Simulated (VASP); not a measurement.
A run of VASP 6.6.1 is set up as follows.

The input INCAR:

```
SYSTEM = NbCuP2
  PREC = Accurate
  ENCUT = 520
  EDIFF = 1E-6
  ISMEAR = 0
  SIGMA = 0.1
  LREAL = .FALSE.
  LASPH = .TRUE.
  NELM = 150
  ALGO = Normal
  ISIF = 2
  LWAVE = .FALSE.
  LCHARG = .FALSE.
  ISPIN = 2
  MAGMOM = 1 0 0 0
  LORBIT = 11
  LMAXMIX = 4
  GGA = PE
  NBANDS = 29
```

File KPOINTS:

```
regular mesh
0
G
  6 6 4
  0 0 0
```

POSCAR

```
NbCuP2
1.0
    3.5635332574      0.0000000000      0.0000000000
   -1.7817666287      3.0861103282      0.0000000000
    0.0000000000      0.0000000000      5.5343956840
Nb Cu P
1 1 2
Direct
    0.3333333333      0.6666666667      0.5000000000
    0.3333333333      0.6666666667      0.0000000000
    0.0000000000      0.0000000000      0.7698560198
    0.0000000000      0.0000000000      0.2301439802
```

Potentials or basis: VASP PAW PBE potentials, release 64 (Nb_sv, Cu, P).

Command:

```sh
$ cat potpaw_PBE.64/Nb_sv/POTCAR potpaw_PBE.64/Cu/POTCAR potpaw_PBE.64/P/POTCAR > POTCAR
$ mpirun -np 1 vasp_std > vasp.out
```

Problem. What does it give for the net moment?

Solution. 0.00 μB per cell.

Problem. Estimate the largest force.

Solution. 0.018 eV/Å.

Problem. Estimate the pressure.

Solution. 0.1 GPa.

Problem. Predict the band gap on the k mesh.

Solution. Zero (filled and empty bands overlap).

Stress tensor (GPa, compression positive):
```
 0.30  0.00  0.00
 0.00  0.30  0.00
 0.00  0.00 -0.29
```
